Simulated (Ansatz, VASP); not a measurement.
Two plane-wave programs on SnCl3

```
CELL_PARAMETERS angstrom
4.97149 0.00000 0.00000
0.00000 4.97149 0.00000
0.00000 0.00000 4.97149
ATOMIC_POSITIONS crystal
Sn 0.50000 0.50000 0.50000
Cl 0.00000 0.50000 0.50000
Cl 0.50000 0.00000 0.50000
Cl 0.50000 0.50000 0.00000
```

Alike in both runs: task relaxation of cell and atoms; functional PBE; k mesh 4 × 4 × 4; occupations gaussian, width 0.1 eV; no spin polarisation.

|  | VASP | Ansatz |
| --- | --- | --- |
| version | VASP 6.6.1 | Ansatz 0.2.0 |
| potentials or method | VASP PAW PBE potentials, release 64 (Sn_d, Cl), cutoff 600 eV | scalar-relativistic, plane waves, PAW |
| valence electrons in the cell | 35 | 35 |

```csv
,VASP,Ansatz,Ansatz less VASP
"gap on the k mesh at the Fermi level, each at its own relaxed structure (eV)",none,none,-
relaxed volume (Å³/atom),35.39,35.43,+0.048
relaxed length of the cell vector where the two differ most in proportion (Å),5.211,5.214,+0.0024
```

A gap of «none» marks a metal or a gap that the smearing closes.

Noted on VASP's run: the volume moved by over 15 % at a fixed basis, so the end points are rough.
